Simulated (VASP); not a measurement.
Crystal: SiNi.

```
Si Ni
1.0
     3.05528    0.00000    0.00000
     0.00000    3.25831    0.00000
     0.00000    0.00000    4.70939
Si Ni
2 2
Direct
  0.50000 0.50000 0.84318
  0.00000 0.00000 0.15682
  0.50000 0.50000 0.34231
  0.00000 0.00000 0.65769
```

Base run:

* Program: VASP 6.6.1
* Functional: PBEsol
* Potentials or basis: VASP PAW PBE potentials, release 64 (Si, Ni)
* Cutoff: 600 eV
* k mesh: 14 × 12 × 10
* Occupations: gaussian, width 0.1 eV
* Spin: no spin polarisation

Its results: band gap on the k mesh zero (bands 14 and 15 overlap by 2.57 eV); pressure -5.9 GPa; largest force 0.108 eV/Å.

Task: The run is repeated on the same cell with these changes: functional from PBEsol to PBE. What comes out?

Result: Band gap on the k mesh zero (bands 14 and 15 overlap by 2.58 eV); pressure 0.0 GPa; largest force 0.009 eV/Å.

PBE binds less tightly than PBEsol, so the same cell stands under more pressure.

Caveats: the cell stands under tension (at least some runs); the PAW data sets were made with another functional, which shifts forces and pressure a little (at least some runs).
